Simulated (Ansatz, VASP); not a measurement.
## One calculation of Ta3H, two programs

```
Ta H
1.0
    -1.99585    1.99585    4.03635
     1.99585   -1.99585    4.03635
     1.99585    1.99585   -4.03635
Ta H
3 1
Direct
  0.50000 0.50000 0.00000
  0.25000 0.75000 0.50000
  0.75000 0.25000 0.50000
  0.00000 0.00000 0.00000
```

Alike in both runs: functional PBE; k mesh 6 × 6 × 6; occupations gaussian, width 0.1 eV; no spin polarisation.

Ansatz relaxed the structure, and its values are those at the end. VASP's run is a single point on that final structure, the one shown.

```csv
,VASP,Ansatz
version,VASP 6.6.1,Ansatz 0.2.0
potentials or method,"VASP PAW PBE potentials, release 64 (Ta_pv, H), cutoff 520 eV","scalar-relativistic, plane waves, PAW"
valence electrons in the cell,34,40
```

|  | VASP | Ansatz | Ansatz less VASP |
| --- | --- | --- | --- |
| gap on the k mesh at the Fermi level (eV) | none | none | - |
| pressure (GPa) | 0.1 | 0.0 | -0.06 |

A gap of «none» marks a metal or a gap that the smearing closes. VASP's potentials hold 34 valence electrons a cell and Ansatz's 40, so a difference there can come from the potentials and not from the codes.

The k mesh is coarse, so the values compare programs but aren't converged. Neither program's run includes spin-orbit coupling.
